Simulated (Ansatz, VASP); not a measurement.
This is a calculation of CuO for VASP 6.6.1.

INCAR

```
SYSTEM = CuO
PREC = Accurate
ENCUT = 600
EDIFF = 1E-6
ISMEAR = -1
SIGMA = 0.05
LREAL = .FALSE.
LASPH = .TRUE.
NELM = 80
ALGO = Normal
ISIF = 3
LWAVE = .FALSE.
LCHARG = .FALSE.
GGA = PS
IBRION = 2
NSW = 60
EDIFFG = -0.01
```

The input KPOINTS:

```
Automatic mesh
0
G
  10 10 6
  0 0 0
```

Contents of POSCAR:

```
CuO
1.0
    3.1795331000      0.0000000000      0.0000000000
   -1.5897665500      2.7535564400      0.0000000000
    0.0000000000      0.0000000000      4.4314907300
Cu O
2 2
Direct
    0.0000000000      0.0000000000      0.0000000000
    0.0000000000      0.0000000000      0.5000000000
    0.3333333333      0.6666666667      0.2500000000
    0.6666666667      0.3333333333      0.7500000000
```

Potentials or basis: VASP PAW PBE potentials, release 64 (Cu, O).

Command:

```console
$ cat potpaw_PBE.64/Cu/POTCAR potpaw_PBE.64/O/POTCAR > POTCAR
$ mpirun -np 1 vasp_std > vasp.out
```

Problem. Set up the same calculation for Ansatz 0.2.0. Potentials there: Ansatz PAW.

Solution. As run (the cutoff follows the program's own potentials):

The input input.yaml:

```yaml
crystal:
  lattice:
    - [3.1795331, 0.0, 0.0]
    - [-1.58976655, 2.75355644, 0.0]
    - [0.0, 0.0, 4.43149073]
  atoms:
    - { symbol: Cu, position: [0.0, 0.0, 0.0] }
    - { symbol: Cu, position: [0.0, 0.0, 0.5] }
    - { symbol: O, position: [0.3333333333, 0.6666666667, 0.25] }
    - { symbol: O, position: [0.6666666667, 0.3333333333, 0.75] }
hamiltonian:
  xc: pbesol
  pseudopotentials: { kind: paw }
kpoints:
  mp_grid: { grid: [10, 10, 6] }
scf:
  occupations: { method: fermi_dirac, width: 0.05 }
output:
  forces: true
  stress: true
  eigenvalues: true
relax:
  f_tol: 0.01
  max_steps: 40
  cell: { stress_tol: 0.05 }
```

Potentials or basis: Ansatz PAW.

The run is started by

```sh
$ ansatz run input.yaml --threads 2 --pin off --max-ram 5632MiB --backend cpu --events-out ev --progress --plain --runs-dir out
```

Both were run:

|  | VASP | Ansatz | Ansatz less VASP |
| --- | --- | --- | --- |
| gap on the k mesh at the Fermi level, each at its own relaxed structure (eV) | none | none | - |
| relaxed volume (Å³/atom) | 9.24 | 9.23 | -0.011 |
| relaxed cell length with the largest relative difference (Å) | 2.913 | 2.912 | -0.0013 |

VASP's potentials were made for PBE, not for PBEsol. A gap of «none» marks a metal or a gap that the smearing closes. VASP's potentials hold 34 valence electrons a cell and Ansatz's 50, so a difference there can come from the potentials and not from the codes.

Noted on Ansatz's run: the plane-wave basis is chosen anew once the cell has moved, so the energies of steps on either side of that aren't comparable.
